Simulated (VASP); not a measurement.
A run of VASP 6.6.1 is set up as follows.

INCAR

```
PREC = Accurate ; ENCUT = 520
EDIFF = 1E-6 ; ISMEAR = 0
SIGMA = 0.05 ; LREAL = False
LASPH = True ; NELM = 80
ALGO = Normal ; ISIF = 2
LWAVE = False ; LCHARG = False
GGA = PE ; NBANDS = 26
```

Contents of KPOINTS:

```
regular mesh
0
Gamma
  12 12 6
```

The input POSCAR:

```
ZnO
1.0
    3.2794753195      0.0000000000      0.0000000000
   -1.6397376597      2.8401089378      0.0000000000
    0.0000000000      0.0000000000      5.2931304705
Zn O
2 2
Direct
    0.3333333333      0.6666666667      0.0015026883
    0.6666666667      0.3333333333      0.5015026883
    0.3333333333      0.6666666667      0.3805973117
    0.6666666667      0.3333333333      0.8805973117
```

Potentials or basis: VASP PAW PBE potentials, release 64 (Zn, O).

The run is started by

```bash
$ cat potpaw_PBE.64/Zn/POTCAR potpaw_PBE.64/O/POTCAR > POTCAR
$ mpirun -np 1 vasp_std > vasp.out
```

(1) What does it give for the band gap on the k mesh?

(2) What does it give for the pressure?

Answers

(1) 0.73 eV, direct.

(2) 0.9 GPa.

**The experiment to reproduce.**

From “Electronic structure of alkaline earth and post-transition metal oxides”, 2009, arxiv:0908.1581, for a bulk crystal of ZnO: band gap 3.37 eV.

A measured gap of ZnO is 3.37 eV (quoted in “Electronic structure of alkaline earth and post-transition metal oxides”, 2009, arxiv:0908.1581); the calculated 0.73 eV misses it by -2.64 eV. So large a miss can be the level of theory's own, or it may mean another phase, state or a wrong row. The value is that of PBE, without temperature or zero-point motion. Semilocal functionals fall short of measured gaps as a rule.
